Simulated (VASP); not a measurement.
A run of VASP 6.6.1 is set up as follows.

INCAR

```
SYSTEM = F
PREC = Accurate ; ENCUT = 600
EDIFF = 1E-6 ; ISMEAR = 1
SIGMA = 0.1 ; LREAL = .FALSE.
LASPH = .TRUE. ; NELM = 120
ALGO = Normal ; ISIF = 2
LWAVE = .FALSE. ; LCHARG = .TRUE.
GGA = PS ; LELF = .TRUE.
LVHAR = .TRUE. ; NBANDS = 18
GGA_COMPAT = .FALSE.
```

File KPOINTS:

```
regular mesh
0
G
  4 4 4
  0 0 0
```

Contents of POSCAR:

```
F
1.0
    4.2523070000      0.0000000000      0.0000000000
    0.0000000000      4.2523070000      0.0000000000
    0.0000000000      0.0000000000      4.2523070000
F
3
Direct
    0.0000000000      0.5000000000      0.5000000000
    0.5000000000      0.0000000000      0.5000000000
    0.5000000000      0.5000000000      0.0000000000
```

Potentials or basis: VASP PAW PBE potentials, release 64 (F).

Launch:

```bash
$ cat potpaw_PBE.64/F/POTCAR > POTCAR
$ mpirun -np 1 vasp_std > vasp.out
```

(1) Predict the pressure.

Results:

(1) -4.2 GPa.

Caveat: the k points lie up to 0.37 Å⁻¹ apart; the PAW data sets were made with another functional, which shifts forces and pressure a little; an odd number of electrons without spin polarisation forces a metal; a magnetic or distorted state may lie lower.
